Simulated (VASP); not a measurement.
# BN (P6_3/mmc) in VASP: a series of runs

BN is run at these levels: LDA; tasks: single point.

Program: VASP 6.6.1. These are calculated values, not measurements. Logs are shortened: lines on timing, memory, paths and dates and some standing lists are left out, and cuts for length are marked.

### Step 1. The cell of the first run

It takes space group P6_3/mmc (No. 194, hexagonal). Conventional cell: a = 2.369 Å, b = 2.369 Å, c = 6.649 Å, α = 90.00°, β = 90.00°, γ = 120.00°. B (site symmetry -6m2) has 3 N at 1.37 Å within 1.8 Å. N (site symmetry -6m2) has 3 B at 1.37 Å within 1.8 Å.

### Step 2. Single point, LDA (volume 8.081 Å^3 an atom, c/a of the conventional cell 2.8061)

Contents of INCAR:

```
ALGO     = Normal         # electronic algorithm
EDIFF    = 1E-7           # SCF threshold, eV
ENCUT    = 520            # plane-wave cutoff, eV
GGA      = CA             # functional
ISIF     = 2              # what is computed and relaxed
ISMEAR   = 0              # smearing method
LASPH    = True           # aspherical terms in the spheres
LCHARG   = False          # write CHGCAR
LREAL    = False          # projectors in reciprocal space
LWAVE    = False          # write WAVECAR
NBANDS   = 16             # bands
NELM     = 100            # most SCF steps
PREC     = Accurate       # precision mode
SIGMA    = 0.05           # smearing width, eV
```

Contents of KPOINTS:

```
k-points
0
Gamma
  12 12 4
```

Contents of POSCAR:

```
BN
1.0
    2.3693566641      0.0000000000      0.0000000000
   -1.1846783320      2.0519230617      0.0000000000
    0.0000000000      0.0000000000      6.6486517351
B N
2 2
Direct
    0.3333333333      0.6666666667      0.2500000000
    0.6666666667      0.3333333333      0.7500000000
    0.3333333333      0.6666666667      0.7500000000
    0.6666666667      0.3333333333      0.2500000000
```

Potentials or basis: VASP PAW LDA potentials, release 64 (B, N).

Run with:

```console
$ cat potpaw_LDA.64/B/POTCAR potpaw_LDA.64/N/POTCAR > POTCAR
$ mpirun -np 1 vasp_std > vasp.out
```

OUTCAR:

```text
EDIFF = 1E-7
   ENCUT = 520
   GGA = CA
   ISIF = 2
   ISMEAR = 0
   LASPH = True
   LREAL = False
   NELM = 100
   PREC = Accurate

 ion  position               nearest neighbor table
   1  0.333  0.667  0.250-   4 1.37   4 1.37   4 1.37
   2  0.667  0.333  0.750-   3 1.37   3 1.37   3 1.37
   3  0.333  0.667  0.750-   2 1.37   2 1.37   2 1.37
   4  0.667  0.333  0.250-   1 1.37   1 1.37   1 1.37

  LATTYP: Found a hexagonal cell.
 ALAT       =     2.3693566641
 C/A-ratio  =     2.8061000000

  Lattice vectors:

 A1 = (   2.3693566641,   0.0000000000,   0.0000000000)
 A2 = (  -1.1846783320,   2.0519230617,   0.0000000000)
 A3 = (   0.0000000000,   0.0000000000,   6.6486517351)

Analysis of symmetry for initial positions (statically):
=====================================================================
 Subroutine PRICEL returns:
 Original cell was already a primitive cell.

 Routine SETGRP: Setting up the symmetry group for a
 hexagonal supercell.

 Subroutine GETGRP returns: Found 24 space group operations
 (whereof 12 operations were pure point group operations)
 out of a pool of 24 trial point group operations.

The static configuration has the point symmetry D_3d.
 The point group associated with its full space group is D_6h.

Analysis of symmetry for dynamics (positions and initial velocities):
=====================================================================
 Subroutine PRICEL returns:
 Original cell was already a primitive cell.

 Routine SETGRP: Setting up the symmetry group for a
 hexagonal supercell.

 Subroutine GETGRP returns: Found 24 space group operations
 (whereof 12 operations were pure point group operations)
 out of a pool of 24 trial point group operations.

The dynamic configuration has the point symmetry D_3d.
 The point group associated with its full space group is D_6h.

 Subroutine INISYM returns: Found 24 space group operations
 (whereof 12 operations are pure point group operations),
 and found     1 'primitive' translations

----------------------------------------------------------------------------------------

                                     Primitive cell

  volume of cell :      32.3240

  direct lattice vectors                    reciprocal lattice vectors
     2.369356664  0.000000000  0.000000000     0.422055495  0.243673854  0.000000000
    -1.184678332  2.051923062  0.000000000     0.000000000  0.487347707  0.000000000
     0.000000000  0.000000000  6.648651735     0.000000000  0.000000000  0.150406434

  length of vectors
     2.369356664  2.369356664  6.648651735     0.487347707  0.487347707  0.150406434

  position of ions in fractional coordinates (direct lattice)
     0.333333333  0.666666667  0.250000000
     0.666666667  0.333333333  0.750000000
     0.333333333  0.666666667  0.750000000
     0.666666667  0.333333333  0.250000000

  ion indices of the primitive-cell ions
   primitive index   ion index
                 1           1
                 2           2
                 3           3
                 4           4

----------------------------------------------------------------------------------------

 KPOINTS: k-points

Automatic generation of k-mesh.
 Grid dimensions read from file:
 generate k-points for:   12   12    4

 Generating k-lattice:

  Cartesian coordinates                     Fractional coordinates (reciprocal lattice)
     0.035171291  0.020306154  0.000000000     0.083333333  0.000000000  0.000000000
     0.000000000  0.040612309  0.000000000     0.000000000  0.083333333  0.000000000
     0.000000000  0.000000000  0.037601609     0.000000000  0.000000000  0.250000000

  Length of vectors
     0.040612309  0.040612309  0.037601609

  Shift w.r.t. Gamma in fractional coordinates (k-lattice)
     0.000000000  0.000000000  0.000000000

 Subroutine IBZKPT returns following result:
 ===========================================

 Found     57 irreducible k-points:

 Following reciprocal coordinates:
            Coordinates               Weight
  0.000000  0.000000  0.000000      1.000000
  0.083333  0.000000  0.000000      6.000000
  0.166667  0.000000  0.000000      6.000000
  0.250000  0.000000  0.000000      6.000000
  0.333333  0.000000  0.000000      6.000000
  0.416667  0.000000  0.000000      6.000000
[... 16 lines left out ...]
  0.250000  0.000000  0.250000     12.000000
  0.333333  0.000000  0.250000     12.000000
 [... further k-points ...]
   k-points           NKPTS =     57   k-points in BZ     NKDIM =     57   number of bands    NBANDS=     16
   number of dos      NEDOS =    301   number of ions     NIONS =      4
   total plane-waves  NPLWV =  16200
   dimension x,y,z NGX =    18 NGY =   18 NGZ =   50
   dimension x,y,z NGXF=    36 NGYF=   36 NGZF=  100
   ions per type =               2   2
   NGX,Y,Z   is equivalent  to a cutoff of  12.63, 12.63, 12.50 a.u.
   NGXF,Y,Z  is equivalent  to a cutoff of  25.26, 25.26, 25.00 a.u.
 SYSTEM =  unknown system
   PREC   = accura    normal or accurate (medium, high low for compatibility)
   ISTART =      0    job   : 0-new  1-cont  2-samecut
   ICHARG =      2    charge: 1-file 2-atom 10-const
   ISPIN  =      1    spin polarized calculation?
   LNONCOLLINEAR =      F non collinear calculations
   LSORBIT =      F    spin-orbit coupling
   LASPH  =      T    aspherical Exc in radial PAW
   ENCUT  =  520.0 eV  38.22 Ry    6.18 a.u.   4.41  4.41 12.36*2*pi/ulx,y,z
   NELM   =    100;   NELMIN=  2; NELMDL= -5     # of ELM steps
   EDIFF  = 0.1E-06   stopping-criterion for ELM
   LREAL  =      F    real-space projection
   EDIFFG = 0.1E-05   stopping-criterion for IOM
   NSW    =      0    number of steps for IOM
   IBRION =     -1    ionic relax: 0-MD 1-quasi-New 2-CG
   NFREE  =      0    steps in history (QN), initial steepest desc. (CG)
   ISIF   =      2    stress and relaxation
   ISYM   =      2    0-nonsym 1-usesym 2-fastsym
   POTIM  = 0.5000    time-step for ionic-motion
   TEBEG  =    0.0;   TEEND  =   0.0 temperature during run
   PSTRESS=    0.0 pullay stress
   NELECT =      16.0000    total number of electrons
   NUPDOWN=      -1.0000    fix difference up-down
   EMIN   =  10.00;   EMAX   =-10.00  energy-range for DOS
   EFERMI =   0.00;   METHOD = LEGACY
   ISMEAR =     0;   SIGMA  =   0.05  broadening in eV -4-tet -1-fermi 0-gaus
   EFERMI_NEDOS =   21; number of points for ismear=-14 and -15
   IALGO  =     38    algorithm
   IMIX   =      4    mixing-type and parameters
     AMIX     =   0.40;   BMIX     =  1.00
     AMIX_MAG =   1.60;   BMIX_MAG =  1.00
  volume/ion in A,a.u.               =       8.08        54.53
  Fermi-wavevector in a.u.,A,eV,Ry     =   1.295010  2.447214 22.817663  1.677051
  Thomas-Fermi vector in A             =   2.426557
   LORBIT       =      0    0 simple, 1 ext, 2 COOP (PROOUT), +10 PAW based schemes
   GGA     = CA    functional components
   LHFCALC =     F    Hartree Fock is set to
   AEXX    =    0.0000 exact exchange contribution
   IVDW    =     0    specifies the selected vdW correction
   LEPSILON=     F    determine dielectric tensor
   LRPA    =     F    only Hartree local field effects (RPA)
 non-spin polarized calculation
 Gauss-broadening in eV      SIGMA  =   0.05
  energy-cutoff  :      520.00
  volume of cell :       32.32
 maximum number of plane-waves:       900
 NGX is ok and might be reduce to    18
   NGX =  9   NGY =  9   NGZ = 25

 number of electron      16.0000006 magnetization

 Free energy of the ion-electron system (eV)
  ---------------------------------------------------
  ext. energy  EPLUGINS =         0.00000000
  ---------------------------------------------------
  free energy    TOTEN  =       -37.91250498 eV

  energy without entropy =      -37.91250498  energy(sigma->0) =      -37.91250498

 E-fermi :   3.2303     XC(G=0): -10.8605

 val. band max:        2.8993237214   @ k =   0.3333   0.3333   0.5000
 cond. band min:       7.2108533743   @ k =   0.5000   0.0000   0.0000
 fundamental gap:      4.3115296529
 Fermi energy:         3.2302746421

 k-point     1 :       0.0000    0.0000    0.0000
  band No.  band energies     occupation
      1     -15.7024      2.00000
      2     -15.4072      2.00000
      3      -4.3088      2.00000
      4      -2.2286      2.00000
      5       1.7784      2.00000
      6       1.7784      2.00000
[... 8 lines left out ...]
     15      17.7724      0.00000
     16      17.8078      0.00000

 k-point     2 :       0.0833    0.0000    0.0000
  band No.  band energies     occupation
      1     -15.5502      2.00000
      2     -15.2598      2.00000
      3      -4.0948      2.00000
      4      -2.0322      2.00000
      5       1.1874      2.00000
      6       1.2100      2.00000
[... 8 lines left out ...]
     15      17.1725      0.00000
     16      18.1391      0.00000

 k-point     3 :       0.1667    0.0000    0.0000
  band No.  band energies     occupation
      1     -15.1004      2.00000
      2     -14.8246      2.00000
      3      -3.4597      2.00000
      4      -1.4532      2.00000
      5      -0.3328      2.00000
      6      -0.3046      2.00000
[... 8 lines left out ...]
     15      18.4498      0.00000
     16      19.0276      0.00000

 k-point     4 :       0.2500    0.0000    0.0000
  band No.  band energies     occupation
      1     -14.3771      2.00000
      2     -14.1266      2.00000
      3      -2.4286      2.00000
      4      -2.2982      2.00000
      5      -2.2497      2.00000
      6      -0.5287      2.00000
[... 8 lines left out ...]
     15      20.0426      0.00000
     16      21.0030      0.00000
[... 324 lines left out ...]
 k-point    22 :       0.1667    0.0000    0.2500
  band No.  band energies     occupation
      1     -15.0620      2.00000
      2     -14.8672      2.00000
      3      -3.2139      2.00000
      4      -1.8158      2.00000
      5      -0.3252      2.00000
      6      -0.3006      2.00000
[... 8 lines left out ...]
     15      18.3633      0.00000
     16      18.4345      0.00000

 k-point    23 :       0.2500    0.0000    0.2500
  band No.  band energies     occupation
      1     -14.3421      2.00000
      2     -14.1650      2.00000
      3      -2.3513      2.00000
      4      -2.2650      2.00000
      5      -2.1300      2.00000
      6      -0.8520      2.00000
[... 8 lines left out ...]
     15      21.0181      0.00000
     16      21.0948      0.00000

 k-point    24 :       0.3333    0.0000    0.2500
  band No.  band energies     occupation
      1     -13.4137      2.00000
      2     -13.2648      2.00000
      3      -4.2867      2.00000
      4      -4.2373      2.00000
      5      -0.8626      2.00000
      6      -0.8452      2.00000
[... 8 lines left out ...]
     15      21.1170      0.00000
     16      22.9377      0.00000

 [... further k-points ...]

------------------------ aborting loop because EDIFF is reached ----------------------------------------

  FORCE on cell =-STRESS in cart. coord.  units (eV):
  Direction    XX          YY          ZZ          XY          YZ          ZX
  --------------------------------------------------------------------------------------
  -------------------------------------------------------------------------------------
  Total       13.7947562     13.7947562     -0.1444887      0.0000000     -0.0000000      0.0000000
  in kB      683.7534252    683.7534252     -7.1617544      0.0000000     -0.0000000      0.0000000
  external PRESSURE =     453.4483653 kB  Pullay stress =       0.0000000 kB

 VOLUME and BASIS-vectors are now :
 -----------------------------------------------------------------------------
  energy-cutoff  :      520.00
  volume of cell :       32.32
      direct lattice vectors                 reciprocal lattice vectors
     2.369356664  0.000000000  0.000000000     0.422055495  0.243673854  0.000000000
    -1.184678332  2.051923062  0.000000000     0.000000000  0.487347707  0.000000000
     0.000000000  0.000000000  6.648651735     0.000000000  0.000000000  0.150406434

 POSITION                                       TOTAL-FORCE (eV/Angst)
 -----------------------------------------------------------------------------------
     -0.00000      1.36795      1.66216         0.000000      0.000000      0.000000
      1.18468      0.68397      4.98649        -0.000000     -0.000000      0.000000
     -0.00000      1.36795      4.98649        -0.000000      0.000000      0.000000
      1.18468      0.68397      1.66216         0.000000     -0.000000      0.000000
 -----------------------------------------------------------------------------------
    total drift:                               -0.000000      0.000000      0.000000

  FREE ENERGIE OF THE ION-ELECTRON SYSTEM (eV)
  ---------------------------------------------------
  free  energy   TOTEN  =       -37.9125049769 eV

  energy  without entropy=      -37.9125049769  energy(sigma->0) =      -37.91250498
```

Wall time 15 s (1 thread of AMD EPYC 9R45 (Zen 5), shared host); peak memory 0.11 GiB.

Results:

```yaml
Free_energy: -37.9125 eV
Pressure: 45.3 GPa
Band_gap_on_the_k_mesh: 4.31 eV, indirect (least direct gap 4.90 eV)
```

(Continued in part 2 of 2.)
